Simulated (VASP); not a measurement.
# Ti3O4 (I4/mmm) in VASP: notebook

The runs below take Ti3O4 through single point, relaxation of shape and atoms at fixed volume, with PBEsol.

Everything below comes from runs of VASP 6.6.1. Logs are shortened: lines on timing, memory, paths and dates and some standing lists are left out, and cuts for length are marked.

## 1. The cell of the first run

It takes space group I4/mmm (No. 139, tetragonal). Conventional cell: a = 4.060 Å, b = 4.060 Å, c = 8.010 Å, α = 90.00°, β = 90.00°, γ = 90.00°. Ti (site symmetry -4m2) has 6 O at 2.00 to 2.03 Å within 2.7 Å. Within 2.7 Å of Ti (site symmetry 4/mmm) lie 6 O at 2.03 to 2.08 Å. O (site symmetry mmm) has 4 Ti at 2.00 to 2.03 Å and 12 O at 2.80 to 2.91 Å within 3.0 Å. Within 3.0 Å of O (site symmetry 4mm) lie 5 Ti at 2.03 to 2.08 Å and 12 O at 2.80 to 2.91 Å.

## 2. Single point, PBEsol (9.43 Å³/atom)

The input, INCAR:

```
SYSTEM = Ti3O4
PREC = Accurate
ENCUT = 520
EDIFF = 1E-7
ISMEAR = 0
SIGMA = 0.1
LREAL = .FALSE.
LASPH = .TRUE.
NELM = 80
ALGO = Normal
ISIF = 2
LWAVE = .FALSE.
LCHARG = .FALSE.
GGA = PS
NBANDS = 39
```

The input, KPOINTS:

```
regular mesh
0
G
  12 12 12
  0 0 0
```

The input, POSCAR:

```
Ti3O4
1.0
   -2.0301322273      2.0301322273      4.0047952284
    2.0301322273     -2.0301322273      4.0047952284
    2.0301322273      2.0301322273     -4.0047952284
Ti O
3 4
Direct
    0.2500000000      0.7500000000      0.5000000000
    0.5000000000      0.5000000000      0.0000000000
    0.7500000000      0.2500000000      0.5000000000
    0.0000000000      0.5000000000      0.5000000000
    0.2405688952      0.2405688952      0.0000000000
    0.5000000000      0.0000000000      0.5000000000
    0.7594311048      0.7594311048      0.0000000000
```

Potentials or basis: VASP PAW PBE potentials, release 64 (Ti_sv, O).

Launch:

```console
cat potpaw_PBE.64/Ti_sv/POTCAR potpaw_PBE.64/O/POTCAR > POTCAR
mpirun -np 1 vasp_std > vasp.out
```

OUTCAR:

```text
SYSTEM = Ti3O4
   PREC = Accurate
   ENCUT = 520
   EDIFF = 1E-7
   ISMEAR = 0
   LREAL = .FALSE.
   LASPH = .TRUE.
   NELM = 80
   ISIF = 2
   GGA = PS

 ion  position               nearest neighbor table
   1  0.250  0.750  0.500-   4 2.00   6 2.00   5 2.03   7 2.03   7 2.03   5 2.03   2 2.85   2 2.85
                             2 2.85   2 2.85   3 2.87   3 2.87   3 2.87   3 2.87
   2  0.500  0.500  0.000-   4 2.03   6 2.03   6 2.03   4 2.03   5 2.08   7 2.08   1 2.85   3 2.85
                             1 2.85   3 2.85   1 2.85   1 2.85   3 2.85   3 2.85
   3  0.750  0.250  0.500-   4 2.00   6 2.00   5 2.03   7 2.03   7 2.03   5 2.03   2 2.85   2 2.85
                             2 2.85   2 2.85   1 2.87   1 2.87   1 2.87   1 2.87
   4  0.000  0.500  0.500-   1 2.00   3 2.00   2 2.03   2 2.03
   5  0.241  0.241  0.000-   3 2.03   1 2.03   1 2.03   3 2.03   2 2.08
   6  0.500  0.000  0.500-   1 2.00   3 2.00   2 2.03   2 2.03
   7  0.759  0.759  0.000-   1 2.03   3 2.03   3 2.03   1 2.03   2 2.08

  LATTYP: Found a body centered tetragonal cell.
 ALAT       =     4.0602644546
 C/A-ratio  =     1.9726770378

  Lattice vectors:

 A1 = (  -2.0301322273,   2.0301322273,   4.0047952284)
 A2 = (   2.0301322273,  -2.0301322273,   4.0047952284)
 A3 = (   2.0301322273,   2.0301322273,  -4.0047952284)

Analysis of symmetry for initial positions (statically):
=====================================================================
 Subroutine PRICEL returns:
 Original cell was already a primitive cell.

 Routine SETGRP: Setting up the symmetry group for a
 body centered tetragonal supercell.

 Subroutine GETGRP returns: Found 16 space group operations
 (whereof 16 operations were pure point group operations)
 out of a pool of 16 trial point group operations.

The static configuration has the point symmetry D_4h.

Analysis of symmetry for dynamics (positions and initial velocities):
=====================================================================
 Subroutine PRICEL returns:
 Original cell was already a primitive cell.

 Routine SETGRP: Setting up the symmetry group for a
 body centered tetragonal supercell.

 Subroutine GETGRP returns: Found 16 space group operations
 (whereof 16 operations were pure point group operations)
 out of a pool of 16 trial point group operations.

The dynamic configuration has the point symmetry D_4h.

 Subroutine INISYM returns: Found 16 space group operations
 (whereof 16 operations are pure point group operations),
 and found     1 'primitive' translations

[... 111 lines left out ...]
   ISYM   =      2    0-nonsym 1-usesym 2-fastsym
   POTIM  = 0.5000    time-step for ionic-motion
   TEBEG  =    0.0;   TEEND  =   0.0 temperature during run
   PSTRESS=    0.0 pullay stress
   NELECT =      60.0000    total number of electrons
   NUPDOWN=      -1.0000    fix difference up-down
   EMIN   =  10.00;   EMAX   =-10.00  energy-range for DOS
   EFERMI =   0.00;   METHOD = LEGACY
   ISMEAR =     0;   SIGMA  =   0.10  broadening in eV -4-tet -1-fermi 0-gaus
   EFERMI_NEDOS =   21; number of points for ismear=-14 and -15
   IALGO  =     38    algorithm
   IMIX   =      4    mixing-type and parameters
     AMIX     =   0.40;   BMIX     =  1.00
     AMIX_MAG =   1.60;   BMIX_MAG =  1.00
  volume/ion in A,a.u.               =       9.43        63.65
  Fermi-wavevector in a.u.,A,eV,Ry     =   1.585729  2.996593 34.212339  2.514536
  Thomas-Fermi vector in A             =   2.685149
   LORBIT       =      0    0 simple, 1 ext, 2 COOP (PROOUT), +10 PAW based schemes
   GGA     = PS    functional components
   LHFCALC =     F    Hartree Fock is set to
   AEXX    =    0.0000 exact exchange contribution
   IVDW    =     0    specifies the selected vdW correction
   LEPSILON=     F    determine dielectric tensor
   LRPA    =     F    only Hartree local field effects (RPA)
 non-spin polarized calculation
 Gauss-broadening in eV      SIGMA  =   0.10
  energy-cutoff  :      520.00
  volume of cell :       66.02
 maximum number of plane-waves:      1806
 NGX is ok and might be reduce to    40
   NGX = 19   NGY = 19   NGZ = 19

 number of electron      59.9999996 magnetization

 Free energy of the ion-electron system (eV)
  ---------------------------------------------------
  ext. energy  EPLUGINS =         0.00000000
  ---------------------------------------------------
  free energy    TOTEN  =       -66.13596348 eV

  energy without entropy =      -66.12340996  energy(sigma->0) =      -66.12968672

 E-fermi :  10.2928     XC(G=0): -12.7700

 val. band max:       10.2922082989   @ k =  -0.3333   0.3333   0.2500
 cond. band min:      10.2975454721   @ k =  -0.2500   0.4167   0.1667
 fundamental gap:      0.0053371732
 Fermi energy:        10.2928171461

 k-point     1 :       0.0000    0.0000    0.0000
  band No.  band energies     occupation
      1     -47.6679      2.00000
      2     -47.5206      2.00000
      3     -47.3966      2.00000
      4     -24.2872      2.00000
      5     -24.2581      2.00000
      6     -24.2581      2.00000
[... 997 lines left out ...]
     38      12.5470      0.00000
     39      13.3200      0.00000

 [... further k-points ...]

------------------------ aborting loop because EDIFF is reached ----------------------------------------

  FORCE on cell =-STRESS in cart. coord.  units (eV):
  Direction    XX          YY          ZZ          XY          YZ          ZX
  --------------------------------------------------------------------------------------
  -------------------------------------------------------------------------------------
  Total        3.4648178      3.4648178      3.5078889      0.0000000      0.0000000      0.0000000
  in kB       84.0818057     84.0818057     85.1270246      0.0000000      0.0000000      0.0000000
  external PRESSURE =      84.4302120 kB  Pullay stress =       0.0000000 kB

 VOLUME and BASIS-vectors are now :
 -----------------------------------------------------------------------------
  energy-cutoff  :      520.00
  volume of cell :       66.02
      direct lattice vectors                 reciprocal lattice vectors
    -2.030132227  2.030132227  4.004795228     0.000000000  0.246289376  0.124850329
     2.030132227 -2.030132227  4.004795228     0.246289376  0.000000000  0.124850329
     2.030132227  2.030132227 -4.004795228     0.246289376  0.246289376  0.000000000

 POSITION                                       TOTAL-FORCE (eV/Angst)
 -----------------------------------------------------------------------------------
      2.03013      0.00000      2.00240         0.000000      0.000000      0.000000
      0.00000      0.00000      4.00480         0.000000      0.000000     -0.000000
      0.00000      2.03013      2.00240         0.000000      0.000000      0.000000
      2.03013      0.00000      0.00000         0.000000      0.000000      0.000000
      0.00000      0.00000      1.92686        -0.000000     -0.000000     -0.025515
      0.00000      2.03013      0.00000         0.000000      0.000000      0.000000
      0.00000      0.00000      6.08273        -0.000000     -0.000000      0.025515
 -----------------------------------------------------------------------------------
    total drift:                               -0.000000     -0.000000      0.000000

  FREE ENERGIE OF THE ION-ELECTRON SYSTEM (eV)
  ---------------------------------------------------
  free  energy   TOTEN  =       -66.1359634775 eV

  energy  without entropy=      -66.1234099608  energy(sigma->0) =      -66.12968672
```

OSZICAR:

```text
N       E                     dE             d eps       ncg     rms          rms(c)
DAV:   1     0.883945116943E+03    0.88395E+03   -0.30519E+04 13090   0.194E+03
DAV:   2     0.675296182591E+02   -0.81642E+03   -0.77831E+03 13128   0.585E+02
DAV:   3    -0.686511155673E+02   -0.13618E+03   -0.13335E+03 16874   0.216E+02
DAV:   4    -0.779820292615E+02   -0.93309E+01   -0.92827E+01 19533   0.565E+01
DAV:   5    -0.783801478650E+02   -0.39812E+00   -0.39769E+00 18017   0.968E+00    0.321E+01
DAV:   6    -0.662083073635E+02    0.12172E+02   -0.74718E+01 18598   0.711E+01    0.116E+01
DAV:   7    -0.661729953450E+02    0.35312E-01   -0.83268E+00 18737   0.189E+01    0.852E+00
DAV:   8    -0.662400072589E+02   -0.67012E-01   -0.94628E-01 18787   0.136E+01    0.350E+00
DAV:   9    -0.661507692216E+02    0.89238E-01   -0.44236E-01 17228   0.811E+00    0.132E+00
DAV:  10    -0.661328888161E+02    0.17880E-01   -0.11109E-01 17626   0.408E+00    0.685E-01
DAV:  11    -0.661358597420E+02   -0.29709E-02   -0.26773E-02 16751   0.176E+00    0.442E-01
DAV:  12    -0.661359558251E+02   -0.96083E-04   -0.52367E-03 16613   0.869E-01    0.587E-02
DAV:  13    -0.661359728363E+02   -0.17011E-04   -0.77096E-04 18550   0.342E-01    0.521E-02
DAV:  14    -0.661359597790E+02    0.13057E-04   -0.15882E-04 17688   0.162E-01    0.118E-02
DAV:  15    -0.661359631185E+02   -0.33395E-05   -0.25275E-05 17244   0.387E-02    0.473E-03
DAV:  16    -0.661359635332E+02   -0.41470E-06   -0.24784E-06 18685   0.157E-02    0.307E-03
DAV:  17    -0.661359634775E+02    0.55697E-07   -0.72374E-07 15202   0.825E-03
   1 F= -.66135963E+02 E0= -.66129687E+02  d E =-.125535E-01
```

stdout:

```text
POSCAR found type information on POSCAR TiO
 POSCAR found :  2 types and       7 ions
 scaLAPACK will be used
 -----------------------------------------------------------------------------
|                                                                             |
|                                                                             |
|     You enforced a specific xc type in the INCAR file but a different       |
|     I HOPE YOU KNOW WHAT YOU ARE DOING!                                     |
|                                                                             |
 -----------------------------------------------------------------------------

 LDA part: xc-table for (Slater+PW92), standard interpolation
 POSCAR, INCAR and KPOINTS ok, starting setup
 FFT: planning ... GRIDC
 FFT: planning ... GRID_SOFT
 FFT: planning ... GRID
 WAVECAR not read
 entering main loop
```

It took 9.4 min on 1 thread of AMD EPYC 9R45 (Zen 5), shared host; peak memory 0.43 GiB.

Results:

```yaml
Free_energy: -66.1360 eV
Pressure: 8.4 GPa
Largest_force: 0.026 eV/Å
Band_gap_on_the_k_mesh: zero (bands 30 and 31 overlap by 3.75 eV)
```

Forces on the atoms (eV/Å):
```
Ti   0.000  0.000  0.000
Ti   0.000  0.000  0.000
Ti   0.000  0.000  0.000
O    0.000  0.000  0.000
O    0.000  0.000 -0.026
O    0.000  0.000  0.000
O    0.000  0.000  0.026
```

Stress tensor (GPa, compression positive):
```
8.41 0.00 0.00
0.00 8.41 0.00
0.00 0.00 8.51
```

Caveat: the cell stands under pressure; the PAW data sets were made with another functional, which shifts forces and pressure a little; semilocal functionals often make such compounds metallic where correlation or magnetic order opens a gap, which also shifts bond lengths.

(Part 1 of 2 ends here.)
